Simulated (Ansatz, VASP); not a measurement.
GaSb: VASP beside Ansatz

```
Sb Ga
1.0
     0.00000    3.05900    3.05900
     3.05900    0.00000    3.05900
     3.05900    3.05900    0.00000
Sb Ga
1 1
Direct
  0.75000 0.75000 0.75000
  0.00000 0.00000 0.00000
```

Alike in both runs: task band structure; functional PBE; k mesh 8 × 8 × 8; occupations fermi-dirac, width 0.05 eV; no spin polarisation.

```csv
,VASP,Ansatz
version,VASP 6.6.1,Ansatz 0.2.0
potentials or method,"VASP PAW PBE potentials, release 64 (Sb, Ga)",Ansatz PAW
plane-wave cutoff (eV),500,420
valence electrons in the cell,8,28
```

Ansatz gave:

```
pressure (GPa) : 2.3
```

Estimate VASP's values.

pressure (GPa): 2.6.

The functional is the same, so the differences come from potentials, cutoffs and numerics. VASP's potentials hold 8 valence electrons a cell and Ansatz's 28, so a difference there can come from the potentials and not from the codes.

Spin-orbit coupling is off throughout.
